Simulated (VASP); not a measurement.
Runs of VASP 6.6.1 on Be5ZnTe6. Symmetry: P-4m2, No. 115, tetragonal system. Conventional cell: a = 4.057 Å, b = 4.057 Å, c = 17.324 Å, α = 90.00°, β = 90.00°, γ = 90.00°. Within 3.2 Å of Be (site symmetry 2mm) lie 4 Te at 2.46 to 2.47 Å. Be (site symmetry 2mm) has 4 Te at 2.47 Å within 3.3 Å. Within 3.3 Å of Be (site symmetry -4m2) lie 4 Te at 2.47 Å. Within 3.5 Å of Zn (site symmetry -4m2) lie 4 Te at 2.63 Å. Within 3.2 Å of Te (site symmetry 2mm) lie 2 Be at 2.46 Å and 2 Zn at 2.63 Å. Within 3.3 Å of Te (site symmetry 2mm) lie 4 Be at 2.47 Å. Te (site symmetry 2mm) has 4 Be at 2.47 Å within 3.3 Å. 

| level | potentials or basis | k mesh | smearing | gap on the mesh (eV) | pressure (GPa) | largest force (eV/Å) |
| --- | --- | --- | --- | --- | --- | --- |
| PBE | VASP PAW PBE potentials, release 64 (Be, Zn, Te) | 4 × 4 × 1 | gaussian 0.1 eV | 1.92 | 0.3 | (c) |
| r2SCAN | VASP PAW PBE potentials, release 64 (Be, Zn, Te) | 8 × 8 × 2 | gaussian 0.02 eV | 2.27 | (b) | 0.19 |
| PBE | VASP PAW PBE potentials, release 64 (Be, Zn, Te) | 8 × 8 × 2 | gaussian 0.02 eV | 1.92 | 0.2 | 0.01 |
| LDA | VASP PAW LDA potentials, release 64 (Be, Zn, Te) | 8 × 8 × 2 | gaussian 0.02 eV | 1.82 | (a) | 0.19 |

Alike in all rows: task single point; no spin polarisation; cell as given; cutoff (eV) 520.

Question: Estimate the missing entries.

Answer: (a) -3.3; (b) -0.3; (c) 0.02.

Caveats: spin-orbit coupling is left out, which moves the levels of the heavy elements; the PAW data sets were made with another functional, which shifts forces and pressure a little (some runs).

A k mesh can miss the band edges, and the runs leave out spin-orbit coupling on Te.
